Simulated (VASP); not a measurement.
# Sb (P6_3/mmc) in VASP: further runs

The runs below take Sb through electric field gradients, with PBE.

Program: VASP 6.6.1. These are calculated values, not measurements. Logs are shortened: lines on timing, memory, paths and dates and some standing lists are left out, and cuts for length are marked.

### Step 1. The cell of the first run

It takes space group P6_3/mmc (No. 194, hexagonal). The conventional cell has a = 3.369 Å, b = 3.369 Å, c = 5.330 Å, α = 90.00°, β = 90.00°, γ = 120.00°. Sb (site symmetry -6m2) has 12 Sb at 3.30 to 3.37 Å within 4.3 Å.

### Step 2. Electric field gradients, PBE

File INCAR:

```
SYSTEM = Sb
  PREC = Accurate
  ENCUT = 520
  EDIFF = 1E-8
  ISMEAR = -1
  SIGMA = 0.03
  LREAL = .FALSE.
  LASPH = .TRUE.
  NELM = 60
  ALGO = Normal
  ISIF = 2
  LWAVE = .FALSE.
  LCHARG = .FALSE.
  GGA = PE
  LEFG = .TRUE.
  NBANDS = 12
```

File KPOINTS:

```
Automatic mesh
0
G
  12 12 7
  0 0 0
```

File POSCAR:

```
Sb
1.0
    3.3690001795      0.0000000000      0.0000000000
   -1.6845000898      2.9176397408      0.0000000000
    0.0000000000      0.0000000000      5.3300000000
Sb
2
Direct
    0.3333333333      0.6666666667      0.2500000000
    0.6666666667      0.3333333333      0.7500000000
```

Potentials or basis: VASP PAW PBE potentials, release 64 (Sb).

On the command line:

```sh
> cat potpaw_PBE.64/Sb/POTCAR > POTCAR
> mpirun -np 1 vasp_std > vasp.out
```

OUTCAR:

```text
SYSTEM = Sb
   PREC = Accurate
   ENCUT = 520
   EDIFF = 1E-8
   ISMEAR = -1
   LREAL = .FALSE.
   LASPH = .TRUE.
   NELM = 60
   ISIF = 2
   GGA = PE

 ion  position               nearest neighbor table
   1  0.333  0.667  0.250-   2 3.30   2 3.30   2 3.30   2 3.30   2 3.30   2 3.30
   2  0.667  0.333  0.750-   1 3.30   1 3.30   1 3.30   1 3.30   1 3.30   1 3.30

  LATTYP: Found a hexagonal cell.
 ALAT       =     3.3690001795
 C/A-ratio  =     1.5820717471

  Lattice vectors:

 A1 = (   3.3690001795,   0.0000000000,   0.0000000000)
 A2 = (  -1.6845000898,   2.9176397408,   0.0000000000)
 A3 = (   0.0000000000,   0.0000000000,   5.3300000000)

Analysis of symmetry for initial positions (statically):
=====================================================================
 Subroutine PRICEL returns:
 Original cell was already a primitive cell.

 Routine SETGRP: Setting up the symmetry group for a
 hexagonal supercell.

 Subroutine GETGRP returns: Found 24 space group operations
 (whereof 12 operations were pure point group operations)
 out of a pool of 24 trial point group operations.

The static configuration has the point symmetry D_3d.
 The point group associated with its full space group is D_6h.

Analysis of symmetry for dynamics (positions and initial velocities):
=====================================================================
 Subroutine PRICEL returns:
 Original cell was already a primitive cell.

 Routine SETGRP: Setting up the symmetry group for a
 hexagonal supercell.

 Subroutine GETGRP returns: Found 24 space group operations
 (whereof 12 operations were pure point group operations)
 out of a pool of 24 trial point group operations.

The dynamic configuration has the point symmetry D_3d.
 The point group associated with its full space group is D_6h.

 Subroutine INISYM returns: Found 24 space group operations
 (whereof 12 operations are pure point group operations),
 and found     1 'primitive' translations

----------------------------------------------------------------------------------------

                                     Primitive cell

  volume of cell :      52.3914

  direct lattice vectors                    reciprocal lattice vectors
     3.369000179  0.000000000  0.000000000     0.296823968  0.171371398  0.000000000
    -1.684500090  2.917639741  0.000000000     0.000000000  0.342742795  0.000000000
     0.000000000  0.000000000  5.330000000     0.000000000  0.000000000  0.187617261

  length of vectors
     3.369000179  3.369000180  5.330000000     0.342742795  0.342742795  0.187617261

  position of ions in fractional coordinates (direct lattice)
     0.333333333  0.666666667  0.250000000
     0.666666667  0.333333333  0.750000000

  ion indices of the primitive-cell ions
   primitive index   ion index
                 1           1
                 2           2

----------------------------------------------------------------------------------------

 KPOINTS: Automatic mesh

Automatic generation of k-mesh.
 Grid dimensions read from file:
 generate k-points for:   12   12    7

 Generating k-lattice:

  Cartesian coordinates                     Fractional coordinates (reciprocal lattice)
     0.024735331  0.014280950  0.000000000     0.083333333 -0.000000000  0.000000000
     0.000000000  0.028561900  0.000000000     0.000000000  0.083333333  0.000000000
     0.000000000  0.000000000  0.026802466     0.000000000  0.000000000  0.142857143

  Length of vectors
     0.028561900  0.028561900  0.026802466

  Shift w.r.t. Gamma in fractional coordinates (k-lattice)
     0.000000000  0.000000000  0.000000000

 Subroutine IBZKPT returns following result:
 ===========================================

 Found     76 irreducible k-points:

 Following reciprocal coordinates:
            Coordinates               Weight
  0.000000  0.000000  0.000000      1.000000
  0.083333  0.000000  0.000000      6.000000
  0.166667  0.000000  0.000000      6.000000
  0.250000  0.000000  0.000000      6.000000
  0.333333  0.000000  0.000000      6.000000
  0.416667  0.000000  0.000000      6.000000
[... 16 lines left out ...]
  0.250000  0.000000  0.142857     12.000000
  0.333333  0.000000  0.142857     12.000000
 [... further k-points ...]
   k-points           NKPTS =     76   k-points in BZ     NKDIM =     76   number of bands    NBANDS=     12
   number of dos      NEDOS =    301   number of ions     NIONS =      2
   total plane-waves  NPLWV =  31360
   dimension x,y,z NGX =    28 NGY =   28 NGZ =   40
   dimension x,y,z NGXF=    56 NGYF=   56 NGZF=   80
   ions per type =               2
   NGX,Y,Z   is equivalent  to a cutoff of  13.82, 13.82, 12.48 a.u.
   NGXF,Y,Z  is equivalent  to a cutoff of  27.63, 27.63, 24.95 a.u.
 SYSTEM =  Sb
   PREC   = accura    normal or accurate (medium, high low for compatibility)
   ISTART =      0    job   : 0-new  1-cont  2-samecut
   ICHARG =      2    charge: 1-file 2-atom 10-const
   ISPIN  =      1    spin polarized calculation?
   LNONCOLLINEAR =      F non collinear calculations
   LSORBIT =      F    spin-orbit coupling
   LASPH  =      T    aspherical Exc in radial PAW
   ENCUT  =  520.0 eV  38.22 Ry    6.18 a.u.   6.26  6.26  9.91*2*pi/ulx,y,z
   NELM   =     60;   NELMIN=  2; NELMDL= -5     # of ELM steps
   EDIFF  = 0.1E-07   stopping-criterion for ELM
   LREAL  =      F    real-space projection
   EDIFFG = 0.1E-06   stopping-criterion for IOM
   NSW    =      0    number of steps for IOM
   IBRION =     -1    ionic relax: 0-MD 1-quasi-New 2-CG
   NFREE  =      0    steps in history (QN), initial steepest desc. (CG)
   ISIF   =      2    stress and relaxation
   ISYM   =      2    0-nonsym 1-usesym 2-fastsym
   POTIM  = 0.5000    time-step for ionic-motion
   TEBEG  =    0.0;   TEEND  =   0.0 temperature during run
   PSTRESS=    0.0 pullay stress
   NELECT =      10.0000    total number of electrons
   NUPDOWN=      -1.0000    fix difference up-down
   EMIN   =  10.00;   EMAX   =-10.00  energy-range for DOS
   EFERMI =   0.00;   METHOD = LEGACY
   ISMEAR =    -1;   SIGMA  =   0.03  broadening in eV -4-tet -1-fermi 0-gaus
   EFERMI_NEDOS =   21; number of points for ismear=-14 and -15
   IALGO  =     38    algorithm
   IMIX   =      4    mixing-type and parameters
     AMIX     =   0.40;   BMIX     =  1.00
     AMIX_MAG =   1.60;   BMIX_MAG =  1.00
  volume/ion in A,a.u.               =      26.20       176.78
  Fermi-wavevector in a.u.,A,eV,Ry     =   0.942587  1.781231 12.088376  0.888471
  Thomas-Fermi vector in A             =   2.070211
   LORBIT       =      0    0 simple, 1 ext, 2 COOP (PROOUT), +10 PAW based schemes
   GGA     = PE    functional components
   LHFCALC =     F    Hartree Fock is set to
   AEXX    =    0.0000 exact exchange contribution
   IVDW    =     0    specifies the selected vdW correction
   LEPSILON=     F    determine dielectric tensor
   LRPA    =     F    only Hartree local field effects (RPA)
 non-spin polarized calculation
  energy-cutoff  :      520.00
  volume of cell :       52.39
 maximum number of plane-waves:      1428
 NGX is ok and might be reduce to    28
   NGX = 13   NGY = 13   NGZ = 19

 number of electron      10.0000000 magnetization

 Free energy of the ion-electron system (eV)
  ---------------------------------------------------
  ext. energy  EPLUGINS =         0.00000000
  ---------------------------------------------------
  free energy    TOTEN  =        -7.70585397 eV

  energy without entropy =       -7.70263717  energy(sigma->0) =       -7.70424557

 E-fermi :   8.9263     XC(G=0): -10.3515

 val. band max:        8.9100639083   @ k =   0.1667   0.0000   0.0000
 cond. band min:       8.9334588963   @ k =   0.3333   0.2500   0.0000
 fundamental gap:      0.0233949880
 Fermi energy:         8.9262885590

 k-point     1 :       0.0000    0.0000    0.0000
  band No.  band energies     occupation
      1      -4.2586      2.00000
      2      -0.0296      2.00000
      3       2.9514      2.00000
      4      12.2292      0.00000
      5      12.2292      0.00000
      6      14.0299      0.00000
      7      14.0299      0.00000
      8      14.9666      0.00000
      9      16.3034      0.00000
     10      17.7127      0.00000
     11      18.7923      0.00000
     12      18.7923      0.00000
[... 331 lines left out ...]
 k-point    24 :       0.3333    0.0000    0.1429
  band No.  band energies     occupation
      1      -2.2420      2.00000
      2       0.9157      2.00000
      3       4.6757      2.00000
      4       6.0742      2.00000
      5       7.9095      2.00000
      6       9.6457      0.00000
      7      11.4517      0.00000
      8      12.8035      0.00000
      9      13.8377      0.00000
     10      16.1313      0.00000
     11      17.9193      0.00000
     12      18.7349      0.00000

 [... further k-points ...]
[... 5 lines left out ...]
  --------------------------------------------------------------------------------------
  -------------------------------------------------------------------------------------
  Total        1.1019731      1.1019731      0.6482883     -0.0000000      0.0000000      0.0000000
  in kB       33.6993607     33.6993607     19.8252582     -0.0000000      0.0000000      0.0000000
  external PRESSURE =      29.0746599 kB  Pullay stress =       0.0000000 kB

 VOLUME and BASIS-vectors are now :
 -----------------------------------------------------------------------------
  energy-cutoff  :      520.00
  volume of cell :       52.39
      direct lattice vectors                 reciprocal lattice vectors
     3.369000179  0.000000000  0.000000000     0.296823968  0.171371398  0.000000000
    -1.684500090  2.917639741  0.000000000     0.000000000  0.342742795  0.000000000
     0.000000000  0.000000000  5.330000000     0.000000000  0.000000000  0.187617261

 POSITION                                       TOTAL-FORCE (eV/Angst)
 -----------------------------------------------------------------------------------
     -0.00000      1.94509      1.33250        -0.000000      0.000000      0.000000
      1.68450      0.97255      3.99750         0.000000     -0.000000      0.000000
 -----------------------------------------------------------------------------------
    total drift:                               -0.000000      0.000000      0.000000

  FREE ENERGIE OF THE ION-ELECTRON SYSTEM (eV)
  ---------------------------------------------------
  free  energy   TOTEN  =        -7.7058539688 eV

  energy  without entropy=       -7.7026371731  energy(sigma->0) =       -7.70424557

 Electric field gradients (V/A^2)
---------------------------------------------------------------------
 ion       V_xx      V_yy      V_zz      V_xy      V_xz      V_yz
---------------------------------------------------------------------
   1     -10.980   -10.980    21.960     0.000     0.000    -0.000
   2     -10.980   -10.980    21.960     0.000    -0.000     0.000
---------------------------------------------------------------------

 Electric field gradients after diagonalization (V/A^2)
 (convention: |V_zz| > |V_xx| > |V_yy|)
----------------------------------------------------------------------
 ion       V_xx      V_yy      V_zz     asymmetry (V_yy - V_xx)/ V_zz
----------------------------------------------------------------------
   1     -10.980   -10.980    21.960       0.000
   2     -10.980   -10.980    21.960       0.000
----------------------------------------------------------------------

           NMR quadrupolar parameters

 Cq : quadrupolar parameter    Cq=e*Q*V_zz/h
 eta: asymmetry parameters     (V_yy - V_xx)/ V_zz
 Q  : nuclear electric quadrupole moment in mb (millibarn)
----------------------------------------------------------------------
 ion       Cq(MHz)       eta       Q (mb)
----------------------------------------------------------------------
   1       0.053       0.000       1.000
   2       0.053       0.000       1.000
----------------------------------------------------------------------
```

Wall time 32 s (1 thread of Intel Xeon Platinum 8488C (Sapphire Rapids), shared host); peak memory 0.19 GiB.

What came out:

```yaml
Free_energy: -7.7059 eV
Pressure: 2.9 GPa
Band_gap_on_the_k_mesh: zero (band 5 reaches 12.92 eV, above the bottom of band 6 at 5.95 eV)
```

Stress tensor (GPa, compression positive):
```
3.37 0.00 0.00
0.00 3.37 0.00
0.00 0.00 1.98
```

Electric field gradients, principal values (V/Å²):
| atom | least | middle | greatest (by size) |
| --- | --- | --- | --- |
| 1 Sb | -10.980 | -10.980 | 21.960 |
| 2 Sb | -10.980 | -10.980 | 21.960 |

Caveat: without QUAD_EFG the Cq values of the log hold for a quadrupole moment of 1 mb, not for the nuclei; spin-orbit coupling is left out, which moves the levels of the heavy elements.

(Continued in part 2 of 2.)
